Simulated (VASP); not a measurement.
**H18CO9: single point with r2SCAN+D3(BJ)**

H18CO9:

```
O H C
1.0
     6.68353    0.00000    0.00000
     0.00000    6.68353    0.00000
     0.00000    0.00000    6.68353
O H C
9 18 1
Direct
  0.18481 0.47931 0.49263
  0.95933 0.03645 0.81807
  0.60456 0.70111 0.44747
  0.24013 0.97057 0.50789
  0.58979 0.16651 0.19210
  0.36223 0.50279 0.08383
  0.00070 0.45238 0.88055
  0.77772 0.76801 0.06990
  0.57528 0.29893 0.58918
  0.31599 0.45398 0.53723
  0.20645 0.52448 0.36027
  0.99071 0.17603 0.85127
  0.05759 0.00536 0.71649
  0.71058 0.73478 0.34922
  0.67162 0.60842 0.53855
  0.23788 0.08439 0.41601
  0.36816 0.90495 0.46514
  0.62943 0.02743 0.16738
  0.61602 0.22101 0.33599
  0.43525 0.62156 0.10106
  0.44433 0.39014 0.11478
  0.11921 0.48120 0.95922
  0.05826 0.48893 0.73961
  0.86215 0.85085 0.98185
  0.79883 0.63076 0.02445
  0.59947 0.98980 0.63248
  0.56270 0.15923 0.85402
  0.57865 0.14718 0.69372
```

```json
{
  "Program": "VASP 6.6.1",
  "Task": "single point",
  "Functional": "r2SCAN",
  "Dispersion": "D3(BJ)",
  "Potentials or basis": "VASP PAW PBE potentials, release 64 (O, H, C)",
  "Cutoff": "580 eV",
  "k mesh": "1 × 1 × 1",
  "Occupations": "fermi-dirac, width 0.02 eV",
  "Spin": "no spin polarisation"
}
```

```yaml
Pressure: -1.8 GPa
Largest_force: 2.788 eV/Å
Dispersion_energy_per_atom: -0.017 eV
```

Forces on the atoms (eV/Å):
```
O   -1.385 -0.338  0.761
O   -0.019  0.356  0.185
O    1.041  0.078 -0.216
O    1.446  0.054 -1.149
O    0.002  0.863  1.291
O   -1.755 -0.307 -0.375
O    1.010  0.521 -2.545
O   -0.161 -0.108  0.085
O    0.228 -0.839 -0.279
H    1.413 -0.283  0.619
H   -0.016  0.474 -1.225
H   -0.348  0.045  0.198
H    0.195 -0.381 -0.362
H   -0.635 -0.104  0.208
H   -0.512  0.236 -0.163
H   -0.295 -0.209  0.425
H   -1.265  0.032  0.675
H    0.131  0.608  0.566
H   -0.278 -1.291 -1.639
H    1.004  1.068  0.192
H    0.747 -0.831  0.193
H    0.289 -0.050  0.529
H   -1.255 -0.633  1.830
H   -0.063  0.082  0.048
H    0.235  0.286 -0.104
H   -0.005  1.174  0.218
H   -0.125  0.115  0.787
C    0.376 -0.618 -0.751
```

Stress tensor (GPa, compression positive):
```
-1.20  0.39  1.64
 0.39 -2.08 -0.54
 1.64 -0.54 -2.02
```

Levels at points of the mesh, in eV from the Fermi level:
```
           k point  band 34  band 35  band 36  band 37  band 38  band 39  band 40  band 41  band 42  band 43
(0.00, 0.00, 0.00)    -1.15    -1.04    -0.99    -0.94    -0.53     4.12     4.86     7.80     8.00     8.13
```

It took 89 s on 1 thread of AMD EPYC 9R45 (Zen 5), with other jobs on the host, peak memory 0.38 GiB.

Caveat: the k points lie up to 0.94 Å⁻¹ apart, too coarse for converged energies, forces and pressures; the atoms stand as in a frame of molecular dynamics; the PAW data sets were made with another functional, which shifts forces and pressure a little.
